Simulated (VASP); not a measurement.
# ScSi2O3 (P4mm) in VASP: relaxation of cell and atoms with PBE

Aim: the relaxation of cell and atoms of ScSi2O3 with PBE.

Everything below comes from runs of VASP 6.6.1. Logs are shortened: lines on timing, memory, paths and dates and some standing lists are left out, and cuts for length are marked.

### Step 1. The cell of the first run

The structure is tetragonal, space group P4mm (No. 99). Conventional cell: a = 3.210 Å, b = 3.210 Å, c = 7.861 Å, α = 90.00°, β = 90.00°, γ = 90.00°. Within 3.0 Å of Sc (site symmetry 4mm) lie 4 O at 2.27 Å and 1 Si at 2.77 Å. Within 2.7 Å of Si (site symmetry 4mm) lie 4 O at 2.03 Å. Within 2.4 Å of Si (site symmetry 4mm) lie 4 O at 1.83 Å. Within 2.4 Å of O (site symmetry 2mm) lie 4 Si at 1.83 to 2.03 Å and 4 O at 2.27 Å. O (site symmetry 4mm) has 4 Sc at 2.27 Å within 3.0 Å.

### Step 2. Relaxation of cell and atoms, PBE

Contents of INCAR:

```
ALGO     = Normal         # electronic algorithm
EDIFF    = 1E-6           # SCF threshold, eV
EDIFFG   = -0.01          # ionic threshold
ENCUT    = 600            # plane-wave cutoff, eV
GGA      = PE             # functional
IBRION   = 2              # ionic algorithm
ISIF     = 3              # what is computed and relaxed
ISMEAR   = 0              # smearing method
LASPH    = True           # aspherical terms in the spheres
LCHARG   = False          # write CHGCAR
LREAL    = False          # projectors in reciprocal space
LWAVE    = False          # write WAVECAR
NELM     = 100            # most SCF steps
NSW      = 100            # ionic steps
PREC     = Accurate       # precision mode
SIGMA    = 0.1            # smearing width, eV
```

Contents of KPOINTS:

```
k-points
0
Gamma
  12 12 6
```

Contents of POSCAR:

```
ScSi2O3
1.0
    3.2102163596      0.0000000000      0.0000000000
    0.0000000000      3.2102163596      0.0000000000
    0.0000000000      0.0000000000      7.8611924558
Sc Si O
1 2 3
Direct
    0.0000000000      0.0000000000      0.4855743229
    0.5000000000      0.5000000000      0.8641727372
    0.0000000000      0.0000000000      0.1327800604
    0.5000000000      0.0000000000      0.0217734454
    0.0000000000      0.5000000000      0.0217734454
    0.5000000000      0.5000000000      0.4739279887
```

Potentials or basis: VASP PAW PBE potentials, release 64 (Sc_sv, Si, O).

Started as:

```
$ cat potpaw_PBE.64/Sc_sv/POTCAR potpaw_PBE.64/Si/POTCAR potpaw_PBE.64/O/POTCAR > POTCAR
$ mpirun -np 1 vasp_std > vasp.out
```

OUTCAR:

```text
EDIFF = 1E-6
   EDIFFG = -0.01
   ENCUT = 600
   GGA = PE
   IBRION = 2
   ISIF = 3
   ISMEAR = 0
   LASPH = True
   LREAL = False
   NELM = 100
   NSW = 100
   PREC = Accurate

 ion  position               nearest neighbor table
   1  0.000  0.000  0.486-   6 2.27   6 2.27   6 2.27   6 2.27   3 2.77
   2  0.500  0.500  0.864-   4 2.03   5 2.03   4 2.03   5 2.03   3 3.10   3 3.10   3 3.10   3 3.10

   3  0.000  0.000  0.133-   4 1.83   5 1.83   5 1.83   4 1.83   1 2.77   2 3.10   2 3.10   2 3.10
                             2 3.10
   4  0.500  0.000  0.022-   3 1.83   3 1.83   2 2.03   2 2.03
   5  0.000  0.500  0.022-   3 1.83   3 1.83   2 2.03   2 2.03
   6  0.500  0.500  0.474-   1 2.27   1 2.27   1 2.27   1 2.27

  LATTYP: Found a simple tetragonal cell.
 ALAT       =     3.2102163596
 C/A-ratio  =     2.4488045587

  Lattice vectors:

 A1 = (   3.2102163596,   0.0000000000,   0.0000000000)
 A2 = (   0.0000000000,   3.2102163596,   0.0000000000)
 A3 = (   0.0000000000,   0.0000000000,   7.8611924558)

Analysis of symmetry for initial positions (statically):
=====================================================================
 Subroutine PRICEL returns:
 Original cell was already a primitive cell.

 Routine SETGRP: Setting up the symmetry group for a
 simple tetragonal supercell.

 Subroutine GETGRP returns: Found  8 space group operations
 (whereof  8 operations were pure point group operations)
 out of a pool of 16 trial point group operations.

The static configuration has the point symmetry C_4v.

Analysis of symmetry for dynamics (positions and initial velocities):
=====================================================================
 Subroutine PRICEL returns:
 Original cell was already a primitive cell.

 Routine SETGRP: Setting up the symmetry group for a
 simple tetragonal supercell.

 Subroutine GETGRP returns: Found  8 space group operations
 (whereof  8 operations were pure point group operations)
 out of a pool of 16 trial point group operations.

The dynamic configuration has the point symmetry C_4v.

 Subroutine INISYM returns: Found  8 space group operations
 (whereof  8 operations are pure point group operations),
 and found     1 'primitive' translations

----------------------------------------------------------------------------------------

                                     Primitive cell

  volume of cell :      81.0134

  direct lattice vectors                    reciprocal lattice vectors
     3.210216360  0.000000000  0.000000000     0.311505484  0.000000000  0.000000000
     0.000000000  3.210216360  0.000000000     0.000000000  0.311505484  0.000000000
     0.000000000  0.000000000  7.861192456     0.000000000  0.000000000  0.127207164

  length of vectors
     3.210216360  3.210216360  7.861192456     0.311505484  0.311505484  0.127207164

  position of ions in fractional coordinates (direct lattice)
     0.000000000  0.000000000  0.485574323
     0.500000000  0.500000000  0.864172737
     0.000000000  0.000000000  0.132780060
     0.500000000  0.000000000  0.021773445
     0.000000000  0.500000000  0.021773445
     0.500000000  0.500000000  0.473927989

  ion indices of the primitive-cell ions
   primitive index   ion index
                 1           1
                 2           2
                 3           3
                 4           4
                 5           5
                 6           6

----------------------------------------------------------------------------------------

 KPOINTS: k-points

Automatic generation of k-mesh.
 Grid dimensions read from file:
 generate k-points for:   12   12    6

 Generating k-lattice:

  Cartesian coordinates                     Fractional coordinates (reciprocal lattice)
     0.025958790  0.000000000  0.000000000     0.083333333  0.000000000  0.000000000
     0.000000000  0.025958790  0.000000000     0.000000000  0.083333333  0.000000000
     0.000000000  0.000000000  0.021201194     0.000000000  0.000000000  0.166666667

  Length of vectors
     0.025958790  0.025958790  0.021201194

  Shift w.r.t. Gamma in fractional coordinates (k-lattice)
     0.000000000  0.000000000  0.000000000

 Subroutine IBZKPT returns following result:
 ===========================================

 Found    112 irreducible k-points:

 Following reciprocal coordinates:
            Coordinates               Weight
  0.000000  0.000000  0.000000      1.000000
  0.083333  0.000000  0.000000      4.000000
  0.166667  0.000000  0.000000      4.000000
  0.250000  0.000000  0.000000      4.000000
  0.333333  0.000000  0.000000      4.000000
  0.416667  0.000000  0.000000      4.000000
[... 16 lines left out ...]
  0.333333  0.333333  0.000000      4.000000
  0.416667  0.333333  0.000000      8.000000
 [... further k-points ...]
   k-points           NKPTS =    112   k-points in BZ     NKDIM =    112   number of bands    NBANDS=     22
   number of dos      NEDOS =    301   number of ions     NIONS =      6
   total plane-waves  NPLWV =  50176
   dimension x,y,z NGX =    28 NGY =   28 NGZ =   64
   dimension x,y,z NGXF=    56 NGYF=   56 NGZF=  128
   ions per type =               1   2   3
   NGX,Y,Z   is equivalent  to a cutoff of  14.50, 14.50, 13.53 a.u.
   NGXF,Y,Z  is equivalent  to a cutoff of  29.00, 29.00, 27.07 a.u.
 SYSTEM =  unknown system
   PREC   = accura    normal or accurate (medium, high low for compatibility)
   ISTART =      0    job   : 0-new  1-cont  2-samecut
   ICHARG =      2    charge: 1-file 2-atom 10-const
   ISPIN  =      1    spin polarized calculation?
   LNONCOLLINEAR =      F non collinear calculations
   LSORBIT =      F    spin-orbit coupling
   LASPH  =      T    aspherical Exc in radial PAW
   ENCUT  =  600.0 eV  44.10 Ry    6.64 a.u.   6.41  6.41 15.70*2*pi/ulx,y,z
   NELM   =    100;   NELMIN=  2; NELMDL= -5     # of ELM steps
   EDIFF  = 0.1E-05   stopping-criterion for ELM
   LREAL  =      F    real-space projection
   EDIFFG = -.1E-01   stopping-criterion for IOM
   NSW    =    100    number of steps for IOM
   IBRION =      2    ionic relax: 0-MD 1-quasi-New 2-CG
   NFREE  =      1    steps in history (QN), initial steepest desc. (CG)
   ISIF   =      3    stress and relaxation
   ISYM   =      2    0-nonsym 1-usesym 2-fastsym
   POTIM  = 0.5000    time-step for ionic-motion
   TEBEG  =    0.0;   TEEND  =   0.0 temperature during run
   PSTRESS=    0.0 pullay stress
   NELECT =      37.0000    total number of electrons
   NUPDOWN=      -1.0000    fix difference up-down
   EMIN   =  10.00;   EMAX   =-10.00  energy-range for DOS
   EFERMI =   0.00;   METHOD = LEGACY
   ISMEAR =     0;   SIGMA  =   0.10  broadening in eV -4-tet -1-fermi 0-gaus
   EFERMI_NEDOS =   21; number of points for ismear=-14 and -15
   IALGO  =     38    algorithm
   IMIX   =      4    mixing-type and parameters
     AMIX     =   0.40;   BMIX     =  1.00
     AMIX_MAG =   1.60;   BMIX_MAG =  1.00
  volume/ion in A,a.u.               =      13.50        91.12
  Fermi-wavevector in a.u.,A,eV,Ry     =   1.260733  2.382440 21.625743  1.589447
  Thomas-Fermi vector in A             =   2.394228
   LORBIT       =      0    0 simple, 1 ext, 2 COOP (PROOUT), +10 PAW based schemes
   GGA     = PE    functional components
   LHFCALC =     F    Hartree Fock is set to
   AEXX    =    0.0000 exact exchange contribution
   IVDW    =     0    specifies the selected vdW correction
   LEPSILON=     F    determine dielectric tensor
   LRPA    =     F    only Hartree local field effects (RPA)
 conjugate gradient relaxation of ions
 non-spin polarized calculation
 Gauss-broadening in eV      SIGMA  =   0.10
  energy-cutoff  :      600.00
  volume of cell :       81.01
 maximum number of plane-waves:      2760
 NGX is ok and might be reduce to    28
   NGX = 13   NGY = 13   NGZ = 31

--------------------------------------- Ionic step        1  -------------------------------------------

 number of electron      36.9999991 magnetization

 Free energy of the ion-electron system (eV)
  ---------------------------------------------------
  ext. energy  EPLUGINS =         0.00000000
  ---------------------------------------------------
  free energy    TOTEN  =       -41.35069398 eV

  energy without entropy =      -41.34545300  energy(sigma->0) =      -41.34807349

------------------------ aborting loop because EDIFF is reached ----------------------------------------

  FORCE on cell =-STRESS in cart. coord.  units (eV):
  Direction    XX          YY          ZZ          XY          YZ          ZX
  --------------------------------------------------------------------------------------
  -------------------------------------------------------------------------------------
  Total       -0.1070441     -0.1070441      0.0563307      0.0000000      0.0000000     -0.0000000
  in kB       -2.1169776     -2.1169776      1.1140346      0.0000000      0.0000000     -0.0000000
  external PRESSURE =      -1.0399735 kB  Pullay stress =       0.0000000 kB
[... 65 lines left out ...]
  energy  without entropy=      -41.3455957566  energy(sigma->0) =      -41.34817817

--------------------------------------- Ionic step        3  -------------------------------------------

 number of electron      36.9999991 magnetization

 Free energy of the ion-electron system (eV)
  ---------------------------------------------------
  ext. energy  EPLUGINS =         0.00000000
  ---------------------------------------------------
  free energy    TOTEN  =       -41.35077651 eV

  energy without entropy =      -41.34558782  energy(sigma->0) =      -41.34818216

 E-fermi :   6.4819     XC(G=0): -10.3008

 val. band max:        6.4385434050   @ k =   0.4167   0.3333   0.1667
 cond. band min:       6.5283851370   @ k =   0.4167   0.4167   0.1667
 fundamental gap:      0.0898417320
 Fermi energy:         6.4818725080

 k-point     1 :       0.0000    0.0000    0.0000
  band No.  band energies     occupation
      1     -44.0346      2.00000
      2     -22.6559      2.00000
      3     -22.4978      2.00000
      4     -22.4978      2.00000
      5     -17.8860      2.00000
      6     -13.2939      2.00000
[... 574 lines left out ...]
      6     -15.1871      2.00000
[... 14 lines left out ...]
     21       7.4492      0.00000
     22       7.9909      0.00000

 [... further k-points ...]
[... 5 lines left out ...]
  --------------------------------------------------------------------------------------
  -------------------------------------------------------------------------------------
  Total        0.0173750      0.0173750      0.0597164      0.0000000      0.0000000     -0.0000000
  in kB        0.3439225      0.3439225      1.1820328      0.0000000      0.0000000     -0.0000000
  external PRESSURE =       0.6232926 kB  Pullay stress =       0.0000000 kB
[... 21 lines left out ...]
  FREE ENERGIE OF THE ION-ELECTRON SYSTEM (eV)
  ---------------------------------------------------
  free  energy   TOTEN  =       -41.3507765079 eV

  energy  without entropy=      -41.3455878195  energy(sigma->0) =      -41.34818216

 reached required accuracy - stopping structural energy minimisation
```

It took 11 min on 1 thread of Oxide Virtual Turin-like, shared host; peak memory 0.36 GiB.

What came out:

```yaml
Free_energy: -41.3508 eV
Relaxed_volume: 13.49 Å³/atom
Relaxed_cell: a = 3.208 Å, b = 3.208 Å, c = 7.864 Å, α = 90.00°, β = 90.00°, γ = 90.00°
Space_group_after_relaxing_to_0.05_Å: P4mm (No. 99)
Energy_gained_by_relaxing: 0.0 meV/atom
Ionic_steps: 3
Pressure_after_relaxing: 0.1 GPa
Largest_force_after_relaxing: 0.009 eV/Å
```

Forces in eV/Å, atoms in the order of the input:
```
Sc   0.000  0.000  0.000
Si   0.000  0.000  0.003
Si   0.000  0.000  0.009
O    0.000  0.000 -0.005
O    0.000  0.000 -0.005
O    0.000  0.000  0.000
```

Final structure:
```
Sc Si O
1.0
     3.20830    0.00000    0.00000
     0.00000    3.20830    0.00000
     0.00000    0.00000    7.86366
Sc Si O
1 2 3
Direct
  0.00000 0.00000 0.48561
  0.50000 0.50000 0.86423
  0.00000 0.00000 0.13272
  0.50000 0.00000 0.02177
  0.00000 0.50000 0.02177
  0.50000 0.50000 0.47391
```

Levels at points of the mesh, in eV from the Fermi level:
| k point | band 15 | band 16 | band 17 | band 18 | band 19 | band 20 | band 21 | band 22 |
| --- | --- | --- | --- | --- | --- | --- | --- | --- |
| (0.00, 0.00, 0.00) | -4.33 | -3.54 | -3.54 | -1.47 | -0.46 | 1.15 | 1.72 | 1.78 |
| (0.50, 0.00, 0.00) | -4.88 | -4.58 | -2.91 | -2.90 | -0.37 | 1.57 | 2.10 | 2.41 |
| (0.50, 0.50, 0.00) | -3.89 | -2.77 | -2.67 | -2.28 | 0.11 | 0.11 | 1.08 | 1.08 |
| (0.00, 0.00, 0.50) | -3.54 | -3.54 | -3.39 | -3.03 | -0.46 | 1.18 | 1.86 | 1.86 |
| (0.50, 0.00, 0.50) | -4.89 | -4.86 | -2.77 | -2.49 | -0.82 | 1.54 | 2.11 | 2.43 |
| (0.50, 0.50, 0.50) | -3.75 | -2.77 | -2.75 | -2.53 | -0.43 | -0.43 | 2.14 | 2.14 |

Caveat: an odd number of electrons without spin polarisation forces a metal; a magnetic or distorted state may lie lower.
